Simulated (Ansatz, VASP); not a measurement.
Two plane-wave programs on Mg7FeO8

```xyz
16
Lattice="0.0000 4.2136 4.2136 4.2136 0.0000 4.2136 4.2136 4.2136 0.0000" Properties=species:S:1:pos:R:3 pbc="T T T"
Fe    4.2136    4.2136    0.0000
Mg    2.1068    2.1068    0.0000
Mg    2.1068    0.0000    2.1068
Mg    4.2136    2.1068    2.1068
Mg    0.0000    2.1068    2.1068
Mg    2.1068    4.2136    2.1068
Mg    2.1068    2.1068    4.2136
Mg    4.2136    4.2136    4.2136
O     2.1068    2.1068    2.1068
O     4.2136    4.2136    2.1360
O     4.2136    2.1360    4.2136
O     6.2912    4.2136    4.2136
O     2.1360    4.2136    4.2136
O     4.2136    6.2912    4.2136
O     4.2136    4.2136    6.2912
O     6.3204    6.3204    6.3204
```

Alike in both runs: task single point; functional PBEsol; k mesh 4 × 4 × 4; occupations gaussian, width 0.05 eV; collinear spin; Hubbard terms Fe d U = 6.0 eV.

|  | VASP | Ansatz |
| --- | --- | --- |
| version | VASP 6.6.1 | Ansatz 0.2.0 |
| potentials or method | VASP PAW PBE potentials, release 64 (Fe, Mg, O), cutoff 520 eV | scalar-relativistic, plane waves, PAW |
| valence electrons in the cell | 70 | 134 |

|  | VASP | Ansatz | Ansatz less VASP |
| --- | --- | --- | --- |
| gap on the k mesh at the Fermi level (eV) | none | none | - |
| pressure (GPa) | 0.6 | 1.8 | +1.25 |
| rms of the force components (eV/Å) | 0.037 | 0.012 | -0.0242 |
| net moment per atom (μB) | 0.25 | 0.25 | 0.000 |
| size of the moment on the site where the two differ most (μB) | 3.84 | 3.45 | -0.389 |

VASP's potentials were made for PBE, not for PBEsol. Site moments also hang on the region over which each program counts them. The programs project onto different local orbitals, so the same U acts differently, and such runs can settle in different states. Atom by atom the forces differ by 0.049 eV/Å (rms over components). A gap of «none» marks a metal or a gap that the smearing closes. VASP's potentials hold 70 valence electrons a cell and Ansatz's 134, so a difference there can come from the potentials and not from the codes. Ansatz's warnings: filled band counts differ across k points.
